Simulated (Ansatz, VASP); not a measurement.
**Ge: VASP beside Ansatz**

```xyz
12
Lattice="5.9300 0.0000 0.0000 0.0000 5.9300 0.0000 0.0000 0.0000 6.9102" Properties=species:S:1:pos:R:3 pbc="T T T"
Ge    0.5380    0.5380    0.0000
Ge    2.4270    3.5030    5.1826
Ge    5.3920    5.3920    3.4551
Ge    3.5030    2.4270    1.7275
Ge    1.0291    2.1886    1.8099
Ge    0.7764    3.9941    0.0823
Ge    4.9009    3.7414    5.2650
Ge    5.1536    1.9359    3.5374
Ge    3.9941    0.7764   -0.0823
Ge    3.7414    4.9009    1.6452
Ge    1.9359    5.1536    3.3728
Ge    2.1886    1.0291    5.1003
```

Change from the starting cell: z stretched by -1 %, ions relaxed.

Alike in both runs: functional PBE; k mesh 8 × 8 × 7; occupations fermi-dirac, width 0.02 eV; no spin polarisation.

Ansatz relaxed the structure, and its values are those at the end. VASP's run is a single point on that final structure, the one shown.

|  | VASP | Ansatz |
| --- | --- | --- |
| version | VASP 6.6.1 | Ansatz 0.2.0 |
| potentials or method | VASP PAW PBE potentials, release 64 (Ge_d) | plane-wave PAW, scalar-relativistic |
| plane-wave cutoff (eV) | 500 | 420 |
| valence electrons in the cell | 168 | 168 |

```csv
,VASP,Ansatz,Ansatz less VASP
pressure (GPa),3.5,3.6,+0.09
rms of the force components (eV/Å),0.006,0.005,-0.0005
```

Ansatz's warnings: stress scf threshold loose.
